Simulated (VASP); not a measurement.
# SrTiO3 in VASP: notebook, part 2 of 2

VASP 6.6.1. The steps go on from the part before.

**5. Single point, PBE+U (shear of c along a, cell held: +3.0 %)**

INCAR

```
  PREC = Accurate
  ENCUT = 520
  EDIFF = 1E-6
  ISMEAR = 0
  SIGMA = 0.02
  LREAL = F
  LASPH = T
  NELM = 150
  ALGO = Normal
  ISIF = 2
  LWAVE = F
  LCHARG = F
  LMAXMIX = 4
  LDAU = T
  LDAUTYPE = 2
  LDAUL = -1 2 -1
  LDAUU = 0 4 0
  LDAUJ = 0 0 0
  LDAUPRINT = 1
  GGA = PE
  NBANDS = 28
```

KPOINTS

```
regular mesh
0
Gamma
  8 8 8
```

POSCAR

```
SrTiO3
1.0
    3.9471298193      0.0000000000      0.0000000000
    0.0000000000      3.9471298193      0.0000000000
    0.1184138946      0.0000000000      3.9471298193
Sr Ti O
1 1 3
Direct
    0.0000000000      0.0000000000      0.0000000000
    0.5000000000      0.5000000000      0.5000000000
    0.5000000000      0.0000000000      0.5000000000
    0.5000000000      0.5000000000      0.0000000000
    0.0000000000      0.5000000000      0.5000000000
```

Potentials or basis: VASP PAW PBE potentials, release 64 (Sr_sv, Ti_sv, O).

Launch:

```bash
$ cat potpaw_PBE.64/Sr_sv/POTCAR potpaw_PBE.64/Ti_sv/POTCAR potpaw_PBE.64/O/POTCAR > POTCAR
$ mpirun -np 1 vasp_std > vasp.out
```

OUTCAR:

```text
PREC = Accurate
   ENCUT = 520
   EDIFF = 1E-6
   ISMEAR = 0
   LREAL = F
   LASPH = T
   NELM = 150
   ISIF = 2
   GGA = PE

 ion  position               nearest neighbor table
   1  0.000  0.000  0.000-   3 2.75   3 2.75   4 2.79   4 2.79   4 2.79   4 2.79   5 2.79   5 2.79
                             5 2.79   5 2.79   3 2.83   3 2.83   2 3.38   2 3.38   2 3.38   2 3.38
   2  0.500  0.500  0.500-   3 1.97   5 1.97   3 1.97   5 1.97   4 1.97   4 1.97   1 3.38   1 3.38
                             1 3.38   1 3.38   1 3.45   1 3.45   1 3.45   1 3.45
   3  0.500  0.000  0.500-   2 1.97   2 1.97   1 2.75   1 2.75   1 2.83   1 2.83
   4  0.500  0.500  0.000-   2 1.97   2 1.97   1 2.79   1 2.79   1 2.79   1 2.79
   5  0.000  0.500  0.500-   2 1.97   2 1.97   1 2.79   1 2.79   1 2.79   1 2.79

  LATTYP: Found a simple monoclinic cell.
 ALAT       =     3.9471298193
 B/A-ratio  =     1.0000000000
 C/A-ratio  =     1.0004498988
 COS(beta)  =    -0.0299865091

  Lattice vectors:

 A1 = (   3.9471298193,   0.0000000000,   0.0000000000)
 A2 = (   0.0000000000,  -3.9471298193,   0.0000000000)
 A3 = (  -0.1184138946,   0.0000000000,  -3.9471298193)

[... 221 lines left out ...]
 cond. band min:       6.2909461280   @ k =   0.0000   0.0000   0.0000
 fundamental gap:      2.2307182256
 Fermi energy:         4.2678329683

 k-point     1 :       0.0000    0.0000    0.0000
  band No.  band energies     occupation
      1     -53.6103      2.00000
      2     -29.8008      2.00000
      3     -29.7879      2.00000
      4     -29.7734      2.00000
      5     -28.8464      2.00000
      6     -13.3349      2.00000
[... 733 lines left out ...]
     27      12.0126      0.00000
     28      13.0848      0.00000

 [... further k-points ...]

------------------------ aborting loop because EDIFF is reached ----------------------------------------

  FORCE on cell =-STRESS in cart. coord.  units (eV):
  Direction    XX          YY          ZZ          XY          YZ          ZX
  --------------------------------------------------------------------------------------
  -------------------------------------------------------------------------------------
  Total        1.0276855      1.0473257      1.0628554      0.0000000      0.0000000     -1.2616982
  in kB       26.7748224     27.2865171     27.6911196      0.0000000      0.0000000    -32.8716748
  external PRESSURE =      27.2508197 kB  Pullay stress =       0.0000000 kB

 VOLUME and BASIS-vectors are now :
 -----------------------------------------------------------------------------
  energy-cutoff  :      520.00
  volume of cell :       61.50
      direct lattice vectors                 reciprocal lattice vectors
     3.947129819  0.000000000  0.000000000     0.253348647  0.000000000 -0.007600459
     0.000000000  3.947129819  0.000000000     0.000000000  0.253348647  0.000000000
     0.118413895  0.000000000  3.947129819     0.000000000  0.000000000  0.253348647

 POSITION                                       TOTAL-FORCE (eV/Angst)
 -----------------------------------------------------------------------------------
      0.00000      0.00000      0.00000         0.000000      0.000000      0.000000
      2.03277      1.97356      1.97356        -0.000000      0.000000      0.000000
      2.03277      0.00000      1.97356        -0.000000      0.000000      0.000000
      1.97356      1.97356      0.00000         0.000000      0.000000      0.000000
      0.05921      1.97356      1.97356         0.000000      0.000000      0.000000
 -----------------------------------------------------------------------------------
    total drift:                                0.000000      0.000000     -0.000000

  FREE ENERGIE OF THE ION-ELECTRON SYSTEM (eV)
  ---------------------------------------------------
  free  energy   TOTEN  =       -37.3858786843 eV

  energy  without entropy=      -37.3858786843  energy(sigma->0) =      -37.38587868
```

OSZICAR:

```text
N       E                     dE             d eps       ncg     rms          rms(c)
DAV:   1     0.438516547497E+03    0.43852E+03   -0.21325E+04  9520   0.158E+03
DAV:   2    -0.347849438287E+01   -0.44200E+03   -0.42271E+03 11104   0.439E+02
DAV:   3    -0.466026201247E+02   -0.43124E+02   -0.42813E+02 12980   0.135E+02
DAV:   4    -0.487161201022E+02   -0.21135E+01   -0.21087E+01 14632   0.253E+01
DAV:   5    -0.487763403959E+02   -0.60220E-01   -0.60208E-01 13452   0.348E+00    0.259E+01
DAV:   6    -0.371431320969E+02    0.11633E+02   -0.55510E+01 14256   0.647E+01    0.138E+01
DAV:   7    -0.373978421717E+02   -0.25471E+00   -0.63493E+00 12264   0.148E+01    0.998E+00
DAV:   8    -0.374700595958E+02   -0.72217E-01   -0.17034E+00 11544   0.116E+01    0.319E+00
DAV:   9    -0.373941441245E+02    0.75915E-01   -0.27567E-01 11660   0.524E+00    0.109E+00
DAV:  10    -0.373909031479E+02    0.32410E-02   -0.12304E-01 11208   0.210E+00    0.642E-01
DAV:  11    -0.373860923482E+02    0.48108E-02   -0.28960E-02 13256   0.155E+00    0.202E-01
DAV:  12    -0.373858338150E+02    0.25853E-03   -0.20429E-03 11076   0.485E-01    0.832E-02
DAV:  13    -0.373858856250E+02   -0.51810E-04   -0.20066E-04 12120   0.105E-01    0.515E-02
DAV:  14    -0.373858818954E+02    0.37296E-05   -0.94490E-05 11444   0.610E-02    0.219E-02
DAV:  15    -0.373858786136E+02    0.32818E-05   -0.26752E-05 14476   0.395E-02    0.360E-03
DAV:  16    -0.373858786843E+02   -0.70630E-07   -0.16537E-06  7144   0.104E-02
   1 F= -.37385879E+02 E0= -.37385879E+02  d E =-.353953E-51
```

stdout:

```text
POSCAR found type information on POSCAR SrTiO
 POSCAR found :  3 types and       5 ions
 scaLAPACK will be used
 LDA part: xc-table for (Slater+PW92), standard interpolation
 POSCAR, INCAR and KPOINTS ok, starting setup
 FFT: planning ... GRIDC
 FFT: planning ... GRID_SOFT
 FFT: planning ... GRID
 WAVECAR not read
 entering main loop
```

Wall time 9.3 min (1 thread of Intel Xeon 8259CL, shared host); peak memory 0.39 GiB.

Results:

```yaml
Free_energy: -37.3859 eV
Pressure: 2.7 GPa
Band_gap_on_the_k_mesh: 2.23 eV (least direct gap 2.60 eV)
```

Stress tensor (GPa, compression positive):
```
 2.68  0.00 -3.29
 0.00  2.73  0.00
-3.29  0.00  2.77
```

Levels at points of the mesh, in eV from the valence-band top:
```csv
k point,band 16,band 17,band 18,band 19,band 20,band 21,band 22,band 23,band 24,band 25
"(0.00, 0.00, 0.00)",-1.15,-1.10,-0.52,-0.45,-0.36,2.23,2.28,2.34,4.09,4.09
"(0.50, 0.00, 0.00)",-2.20,-2.19,-1.93,-0.82,-0.82,2.47,4.04,4.06,4.12,6.12
"(0.00, 0.50, 0.00)",-2.21,-2.19,-1.92,-0.96,-0.67,2.47,4.04,4.08,4.10,6.12
"(0.50, 0.50, 0.00)",-2.67,-1.92,-1.57,-1.57,-0.11,4.07,4.07,4.54,4.97,7.69
"(0.00, 0.00, 0.50)",-2.19,-2.19,-1.93,-0.82,-0.82,2.47,4.04,4.06,4.12,6.12
"(0.50, 0.00, 0.50)",-2.63,-1.92,-1.59,-1.56,-0.09,4.04,4.11,4.53,4.97,7.68
"(0.00, 0.50, 0.50)",-2.67,-1.92,-1.58,-1.57,-0.11,4.06,4.07,4.53,4.97,7.69
"(0.50, 0.50, 0.50)",-3.57,-3.52,-0.04,-0.01,0.00,4.70,4.73,4.76,6.64,6.75
```

Eigenvalues of the final occupation matrices:
| site | spin | trace | eigenvalues |
| --- | --- | --- | --- |
| site 2 d | 1 | 0.80 | 0.10 0.10 0.10 0.25 0.25 |
| site 2 d | 2 | 0.80 | 0.10 0.10 0.10 0.25 0.25 |

Caveat: the cell differs from its parent crystal (shear of c along a, cell held: +3.0 %).

**6. Relaxation of cell and atoms, PBE+U**

This run uses another cell than the first one, of 11.98 Å³/atom.

INCAR

```
PREC = Accurate
ENCUT = 600
EDIFF = 1E-6
ISMEAR = 0
SIGMA = 0.02
LREAL = F
LASPH = T
NELM = 150
ALGO = Normal
ISIF = 3
LWAVE = F
LCHARG = F
LMAXMIX = 4
LDAU = T
LDAUTYPE = 2
LDAUL = -1 2 -1
LDAUU = 0 4 0
LDAUJ = 0 0 0
LDAUPRINT = 1
GGA = PE
IBRION = 2
NSW = 100
EDIFFG = -0.005
```

KPOINTS

```
Automatic mesh
0
Gamma
  8 8 8
```

POSCAR, as its differences from that of step 5:

```diff
@@ -2,5 +2,5 @@
 1.0
-    3.9471298193      0.0000000000      0.0000000000
-    0.0000000000      3.9471298193      0.0000000000
-    0.1184138946      0.0000000000      3.9471298193
+    3.9127013100      0.0000000000      0.0000000000
+    0.0000000000      3.9127013100      0.0000000000
+    0.0000000000      0.0000000000      3.9127013100
 Sr Ti O
```

Potentials or basis: VASP PAW PBE potentials, release 64 (Sr_sv, Ti_sv, O).

Launch:

```bash
$ cat potpaw_PBE.64/Sr_sv/POTCAR potpaw_PBE.64/Ti_sv/POTCAR potpaw_PBE.64/O/POTCAR > POTCAR
$ mpirun -np 1 vasp_std > vasp.out
```

Run time: 2.1 min. Hardware: 1 thread of Intel Xeon Platinum 8259CL at 2.50GHz (Skylake/Cascade Lake), shared host; peak memory 0.23 GiB.

It converged, with:

- Free energy: -37.4154 eV
- Relaxed volume: 12.49 Å³/atom
- Relaxed cell: a = 3.967 Å, b = 3.967 Å, c = 3.967 Å, α = 90.00°, β = 90.00°, γ = 90.00°
- Space group after relaxing (to 0.1 Å): Pm-3m (No. 221)
- Energy gained by relaxing: 11.3 meV/atom
- Ionic steps: 3
- Pressure after relaxing: 0.0 GPa
- Band gap on the k mesh: 2.27 eV (least direct gap 2.71 eV)

Step by step:
```
step  energy change (eV)  largest force (eV/Å)  pressure (GPa)  volume (Å³)
   1              0.0000                0.0000            7.44        59.90
   2             -0.0112                0.0000           -5.77        64.86
   3             -0.0567                0.0000           -0.03        62.44
```

Final structure:
```xyz
5
Lattice="3.9672 0.0000 0.0000 0.0000 3.9672 0.0000 0.0000 0.0000 3.9672" Properties=species:S:1:pos:R:3 pbc="T T T"
Sr    0.0000    0.0000    0.0000
Ti    1.9836    1.9836    1.9836
O     1.9836    0.0000    1.9836
O     1.9836    1.9836    0.0000
O     0.0000    1.9836    1.9836
```

Levels at points of the mesh, in eV from the valence-band top:
| k point | band 17 | band 18 | band 19 | band 20 | band 21 | band 22 | band 23 | band 24 |
| --- | --- | --- | --- | --- | --- | --- | --- | --- |
| (0.00, 0.00, 0.00) | -1.11 | -0.44 | -0.44 | -0.44 | 2.27 | 2.27 | 2.27 | 4.01 |
| (0.50, 0.00, 0.00) | -2.14 | -1.86 | -0.80 | -0.80 | 2.45 | 4.00 | 4.00 | 4.02 |
| (0.50, 0.50, 0.00) | -1.91 | -1.54 | -1.54 | -0.09 | 4.02 | 4.02 | 4.47 | 4.87 |
| (0.50, 0.50, 0.50) | -3.52 | 0.00 | 0.00 | 0.00 | 4.65 | 4.65 | 4.65 | 6.70 |

Eigenvalues of the final occupation matrices:
| site | spin | trace | eigenvalues |
| --- | --- | --- | --- |
| site 2 d | 1 | 0.79 | 0.10 0.10 0.10 0.24 0.24 |
| site 2 d | 2 | 0.79 | 0.10 0.10 0.10 0.24 0.24 |

A k mesh can miss the band edges.

**7. The runs side by side**

| task | potentials or basis | cell | cutoff (eV) | gap on the mesh (eV) | pressure (GPa) |
| --- | --- | --- | --- | --- | --- |
| relaxation of cell and atoms | VASP PAW PBE potentials, release 64 (Sr_sv, Ti_sv, O) | relaxed to -3 GPa from a = 3.985 Å, 5 atoms | 600 | 2.23 | -3.0 |
| single point | VASP PAW PBE potentials, release 64 (Sr_sv, Ti_sv, O_h) | a = 3.925 Å, 5 atoms | 910 | 2.35 | 5.5 |
| single point | VASP PAW PBE potentials, release 64 (Sr_sv, Ti_sv, O_h) | a = 3.972 Å, 5 atoms | 910 | 2.27 | -0.8 |
| single point | VASP PAW PBE potentials, release 64 (Sr_sv, Ti_sv, O) | a = 3.947, b = 3.947, c = 3.949 Å, angles 90.0, 88.3, 90.0°, 5 atoms | 520 | 2.23 | 2.7 |
| relaxation of cell and atoms | VASP PAW PBE potentials, release 64 (Sr_sv, Ti_sv, O) | relaxed from a = 3.913 Å, 5 atoms | 600 | 2.27 | 0.0 |

Alike in all rows: level PBE+U; no spin polarisation; Ti d U = 4.0 eV; k mesh 8 × 8 × 8; smearing gaussian 0.02 eV.

Caveats: the cutoff is under 1.25 times the usual one of these potentials, so pressure, stress and relaxed cells hold a basis-set (Pulay) error (at least some runs); the cell is relaxed towards a set pressure, so the run minimises the enthalpy, not the energy (at least some runs); the cell stands under pressure (at least some runs).

Total energies depend on the potentials used, so only differences within one code and one set of settings carry meaning.
